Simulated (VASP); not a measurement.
Input of a VASP 6.6.1 run:

INCAR

```
ALGO     = Normal         # electronic algorithm
EDIFF    = 1E-6           # SCF threshold, eV
ENCUT    = 520            # plane-wave cutoff, eV
GGA      = PE             # functional
ISIF     = 2              # what is computed and relaxed
ISMEAR   = 0              # smearing method
LASPH    = T              # aspherical terms in the spheres
LCHARG   = F              # write CHGCAR
LREAL    = F              # projectors in reciprocal space
LWAVE    = F              # write WAVECAR
NBANDS   = 34             # bands
NELM     = 100            # most SCF steps
PREC     = Accurate       # precision mode
SIGMA    = 0.1            # smearing width, eV
```

Contents of KPOINTS:

```
k-points
0
Gamma
  4 4 4
```

Contents of POSCAR:

```
GeCl5
1.0
    0.0000000000      4.0506131669      4.0506131669
    4.0506131669      0.0000000000      4.0506131669
    4.0506131669      4.0506131669      0.0000000000
Ge Cl
1 5
Direct
    0.0000000000      0.0000000000      0.0000000000
    0.1246674871      0.6251108376      0.6251108376
    0.6251108376      0.6251108376      0.6251108376
    0.6251108376      0.1246674871      0.6251108376
    0.6251108376      0.6251108376      0.1246674871
    0.2500000000      0.2500000000      0.2500000000
```

Potentials or basis: VASP PAW PBE potentials, release 64 (Ge_d, Cl).

The run is started by

```bash
$ cat potpaw_PBE.64/Ge_d/POTCAR potpaw_PBE.64/Cl/POTCAR > POTCAR
$ mpirun -np 1 vasp_std > vasp.out
```

(1) Estimate the largest force.

(2) What does it give for the band gap on the k mesh?

Answers

(1) 0.025 eV/Å.

(2) zero (an odd number of electrons rules out a gap without spin polarisation).

Caveat: an odd number of electrons without spin polarisation forces a metal; a magnetic or distorted state may lie lower.
